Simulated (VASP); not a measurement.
Wanted: the native input for a VASP 6.6.1 run.

```yaml
Task: single point
Functional: PBE
Potentials_or_basis: VASP PAW PBE potentials, release 64 (Si, P)
Cutoff: 500 eV
k_mesh: 3 × 3 × 3
Occupations: gaussian, width 0.2 eV
Spin: no spin polarisation
Dipole_correction: no
Further_INCAR_settings: ALGO = Normal; EDIFF = 1e-06; NBANDS = 30
```

The structure of SiP7 lies in POSCAR:

```
SiP7
1.0
    5.3869383798     -0.0000000027      0.0000000000
   -2.6934691876      4.6652254868      0.0000000000
    0.0000000000      0.0000000000      5.0359731862
Si P
1 7
Direct
    0.0000000000      0.0000000000      0.5000000000
    0.5000000000      0.0000000000      0.2841207371
    0.0000000000      0.5000000000      0.2841207371
    0.5000000000      0.5000000000      0.2841207371
    0.0000000000      0.5000000000      0.7158792629
    0.5000000000      0.0000000000      0.7158792629
    0.5000000000      0.5000000000      0.7158792629
    0.0000000000      0.0000000000      0.0000000000
```

One way to write it, as run:

INCAR

```
SYSTEM = SiP7
PREC = Accurate ; ENCUT = 500
EDIFF = 1E-6 ; ISMEAR = 0
SIGMA = 0.2 ; LREAL = .FALSE.
LASPH = .TRUE. ; NELM = 120
ALGO = Normal ; ISIF = 2
LWAVE = .FALSE. ; LCHARG = .TRUE.
GGA = PE ; LELF = .TRUE.
LVHAR = .TRUE. ; NBANDS = 30
GGA_COMPAT = .FALSE.
```

KPOINTS

```
regular mesh
0
G
  3 3 3
  0 0 0
```

Potentials or basis: VASP PAW PBE potentials, release 64 (Si, P).

Launch:

```console
$ cat potpaw_PBE.64/Si/POTCAR potpaw_PBE.64/P/POTCAR > POTCAR
$ mpirun -np 1 vasp_std > vasp.out
```

It gave:

```yaml
Pressure: -0.6 GPa
Largest_force: 0.046 eV/Å
```

Caveat: the k points lie up to 0.45 Å⁻¹ apart.

Wall time 24 s on 1 thread of Intel(R) Xeon(R) Platinum 8488C (Sapphire Rapids) (shared host), peak memory 0.23 GiB.
